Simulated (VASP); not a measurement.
# Ni (R-3m) in VASP: single point with LDA

Aim: the single point of Ni with LDA.

All numbers are computed with VASP 6.6.1; they aren't measurements. Logs are shortened: lines on timing, memory, paths and dates and some standing lists are left out, and cuts for length are marked.

### Step 1. The cell of the first run

The structure is trigonal, space group R-3m (No. 166). The conventional cell has a = 2.479 Å, b = 2.479 Å, c = 6.165 Å, α = 90.00°, β = 90.00°, γ = 120.00°. Ni (site symmetry -3m) has 12 Ni at 2.48 to 2.50 Å within 3.3 Å.

### Step 2. Single point, LDA, collinear spin, ferromagnetic start

File INCAR:

```
ALGO     = Normal         # electronic algorithm
EDIFF    = 1E-7           # SCF threshold, eV
ENCUT    = 520            # plane-wave cutoff, eV
ISIF     = 2              # what is computed and relaxed
ISMEAR   = 1              # smearing method
ISPIN    = 2              # spin polarisation
LASPH    = True           # aspherical terms in the spheres
LCHARG   = False          # write CHGCAR
LMAXMIX  = 4              # l up to which the mixer works
LORBIT   = 11             # projections on sites
LREAL    = False          # projectors in reciprocal space
LWAVE    = False          # write WAVECAR
MAGMOM   = 1.5            # initial moments
NBANDS   = 15             # bands
NELM     = 150            # most SCF steps
PREC     = Accurate       # precision mode
SIGMA    = 0.1            # smearing width, eV
```

File KPOINTS:

```
k-points
0
Gamma
  17 17 17
```

File POSCAR:

```
Ni
1.0
    0.0176194000      1.7707497000      1.7707497000
    1.7707497000      0.0176194000      1.7707497000
    1.7707497000      1.7707497000      0.0176194000
Ni
1
Direct
    0.0000000000      0.0000000000      0.0000000000
```

Potentials or basis: VASP PAW LDA potentials, release 64 (Ni).

Command:

```
> cat potpaw_LDA.64/Ni/POTCAR > POTCAR
> mpirun -np 1 vasp_std > vasp.out
```

OUTCAR:

```text
EDIFF = 1E-7
   ENCUT = 520
   ISIF = 2
   ISMEAR = 1
   ISPIN = 2
   LASPH = True
   LORBIT = 11
   LREAL = False
   NELM = 150
   PREC = Accurate

 ion  position               nearest neighbor table
   1  0.000  0.000  0.000-

  LATTYP: Found a trigonal (rhomboedric) cell.
 ALAT       =     2.5042802246
 COS(alpha) =     0.5099250056

  Lattice vectors:

 A1 = (   0.0176194000,   1.7707497000,   1.7707497000)
 A2 = (   1.7707497000,   0.0176194000,   1.7707497000)
 A3 = (   1.7707497000,   1.7707497000,   0.0176194000)

Analysis of symmetry for initial positions (statically):
=====================================================================
 Subroutine PRICEL returns:
 Original cell was already a primitive cell.

 Routine SETGRP: Setting up the symmetry group for a
 trigonal (rhombohedral) supercell.

 Subroutine GETGRP returns: Found 12 space group operations
 (whereof 12 operations were pure point group operations)
 out of a pool of 12 trial point group operations.

The static configuration has the point symmetry D_3d.

Analysis of symmetry for dynamics (positions and initial velocities):
=====================================================================
 Subroutine PRICEL returns:
 Original cell was already a primitive cell.

 Routine SETGRP: Setting up the symmetry group for a
 trigonal (rhombohedral) supercell.

 Subroutine GETGRP returns: Found 12 space group operations
 (whereof 12 operations were pure point group operations)
 out of a pool of 12 trial point group operations.

The dynamic configuration has the point symmetry D_3d.

Analysis of structural, dynamic, and magnetic symmetry:
=====================================================================
 Subroutine PRICEL returns:
 Original cell was already a primitive cell.

 Routine SETGRP: Setting up the symmetry group for a
 trigonal (rhombohedral) supercell.

 Subroutine GETGRP returns: Found 12 space group operations
 (whereof 12 operations were pure point group operations)
 out of a pool of 12 trial point group operations.

The overall configuration has the point symmetry D_3d.

 Subroutine INISYM returns: Found 12 space group operations
 (whereof 12 operations are pure point group operations),
 and found     1 'primitive' translations

----------------------------------------------------------------------------------------

                                     Primitive cell

  volume of cell :      10.9388

  direct lattice vectors                    reciprocal lattice vectors
     0.017619400  1.770749700  1.770749700    -0.286616030  0.283792227  0.283792227
     1.770749700  0.017619400  1.770749700     0.283792227 -0.286616030  0.283792227
[... 125 lines left out ...]
  ext. energy  EPLUGINS =         0.00000000
  ---------------------------------------------------
  free energy    TOTEN  =        -6.52026595 eV

  energy without entropy =       -6.52002812  energy(sigma->0) =       -6.52018667

 E-fermi :   8.9555     XC(G=0): -13.5808

 val. band max:        8.9545735411   @ k =  -0.4706   0.2941   0.1176
 cond. band min:       8.9563821669   @ k =  -0.3529   0.4118   0.2941
 fundamental gap:      0.0018086258
 Fermi energy:         8.9554520156

 spin component 1

 k-point     1 :       0.0000    0.0000    0.0000
  band No.  band energies     occupation
      1       0.0016      1.00000
      2       6.5237      1.00000
      3       6.6161      1.00000
      4       6.6161      1.00000
      5       7.7326      1.00000
      6       7.7326      1.00000
      7      32.6567      0.00000
      8      35.9314      0.00000
      9      36.6450      0.00000
     10      36.6450      0.00000
     11      38.8880      0.00000
     12      39.5504      0.00000
     13      39.5504      0.00000
     14      42.5732      0.00000
[... 403 lines left out ...]
      4       6.8066      1.00000
      5       7.5812      1.00000
      6       7.7628      1.00000
      7      29.3047      0.00000
      8      31.9081      0.00000
      9      34.8854      0.00000
     10      36.8499      0.00000
     11      38.9855      0.00000
     12      39.9643      0.00000
     13      42.7823      0.00000
     14      43.9813      0.00000
     15      46.1537      0.00000

 [... further k-points ...]

 spin component 2

 k-point     1 :       0.0000    0.0000    0.0000
  band No.  band energies     occupation
      1       0.0454      1.00000
      2       7.1742      1.00000
      3       7.2707      1.00000
      4       7.2707      1.00000
      5       8.3371      1.00000
      6       8.3371      1.00000
      7      32.6371      0.00000
      8      35.9868      0.00000
      9      36.6986      0.00000
     10      36.6986      0.00000
     11      39.0628      0.00000
     12      39.7207      0.00000
     13      39.7207      0.00000
     14      42.5479      0.00000
[... 403 lines left out ...]
      4       7.4620      1.00000
      5       8.1778      1.00000
      6       8.3720      1.00000
      7      29.4311      0.00000
      8      31.9937      0.00000
      9      34.9303      0.00000
     10      36.9352      0.00000
     11      39.0449      0.00000
     12      40.0840      0.00000
     13      42.9657      0.00000
     14      44.0277      0.00000
     15      46.3699      0.00000

 [... further k-points ...]

------------------------ aborting loop because EDIFF is reached ----------------------------------------

  FORCE on cell =-STRESS in cart. coord.  units (eV):
  Direction    XX          YY          ZZ          XY          YZ          ZX
  --------------------------------------------------------------------------------------
  -------------------------------------------------------------------------------------
  Total       -1.2004758     -1.2004758     -1.2004758     -0.0770123     -0.0770123     -0.0770123
  in kB     -175.8300615   -175.8300615   -175.8300615    -11.2797564    -11.2797564    -11.2797564
  external PRESSURE =    -175.8300615 kB  Pullay stress =       0.0000000 kB

 VOLUME and BASIS-vectors are now :
 -----------------------------------------------------------------------------
  energy-cutoff  :      520.00
  volume of cell :       10.94
      direct lattice vectors                 reciprocal lattice vectors
     0.017619400  1.770749700  1.770749700    -0.286616030  0.283792227  0.283792227
     1.770749700  0.017619400  1.770749700     0.283792227 -0.286616030  0.283792227
     1.770749700  1.770749700  0.017619400     0.283792227  0.283792227 -0.286616030

 POSITION                                       TOTAL-FORCE (eV/Angst)
 -----------------------------------------------------------------------------------
      0.00000      0.00000      0.00000        -0.000000      0.000000     -0.000000
 -----------------------------------------------------------------------------------
    total drift:                                0.000000      0.000000      0.000000

  FREE ENERGIE OF THE ION-ELECTRON SYSTEM (eV)
  ---------------------------------------------------
  free  energy   TOTEN  =        -6.5202659462 eV

  energy  without entropy=       -6.5200281184  energy(sigma->0) =       -6.52018667

 total charge

# of ion       s       p       d       tot
------------------------------------------
    1        0.498   0.492   8.320   9.310

 magnetization (x)

# of ion       s       p       d       tot
------------------------------------------
    1       -0.004  -0.019   0.671   0.647
```

OSZICAR:

```text
N       E                     dE             d eps       ncg     rms          rms(c)
DAV:   1     0.323670168685E+02    0.32367E+02   -0.42162E+03 31157   0.863E+02
DAV:   2    -0.611471912037E+01   -0.38482E+02   -0.35558E+02 33400   0.162E+02
DAV:   3    -0.758172345508E+01   -0.14670E+01   -0.14566E+01 35479   0.312E+01
DAV:   4    -0.759098639589E+01   -0.92629E-02   -0.92619E-02 36233   0.236E+00
DAV:   5    -0.759110211456E+01   -0.11572E-03   -0.11572E-03 36247   0.238E-01    0.105E+01
DAV:   6    -0.694191834976E+01    0.64918E+00   -0.14763E+01 42591   0.436E+01    0.648E+00
DAV:   7    -0.653920420230E+01    0.40271E+00   -0.28585E+00 39727   0.169E+01    0.176E+00
DAV:   8    -0.652483740593E+01    0.14367E-01   -0.22241E-02 34957   0.913E-01    0.912E-01
DAV:   9    -0.652123261913E+01    0.36048E-02   -0.23318E-03 49453   0.273E-01    0.306E-01
DAV:  10    -0.652030168156E+01    0.93094E-03   -0.96645E-04 51967   0.171E-01    0.393E-02
DAV:  11    -0.652027080816E+01    0.30873E-04   -0.27459E-05 42614   0.386E-02    0.229E-02
DAV:  12    -0.652026590590E+01    0.49023E-05   -0.12678E-05 49104   0.171E-02    0.110E-02
DAV:  13    -0.652026594617E+01   -0.40265E-07   -0.21463E-07 36628   0.509E-03
   1 F= -.65202659E+01 E0= -.65201867E+01  d E =-.237828E-03  mag=     0.6418
```

stdout:

```text
POSCAR found type information on POSCAR Ni
 POSCAR found :  1 types and       1 ions
 scaLAPACK will be used
 LDA part: xc-table for (Slater(with rela. corr.)+CA(PZ))
 , standard interpolation
 POSCAR, INCAR and KPOINTS ok, starting setup
 FFT: planning ... GRIDC
 FFT: planning ... GRID_SOFT
 FFT: planning ... GRID
 WAVECAR not read
 entering main loop
```

Wall time 2.2 min (1 thread of Intel Xeon Platinum 8259CL at 2.50GHz (Skylake/Cascade Lake), shared host); peak memory 0.22 GiB.

What came out:

| Item | Value |
| --- | --- |
| Free energy | -6.5203 eV |
| Pressure | -17.6 GPa |
| Net moment | 0.64 μB per cell |
| Site moments | Ni +0.65 μB |
| Valence electrons inside the program's atomic spheres | Ni 9.31 |

Caveat: the cell stands under tension.
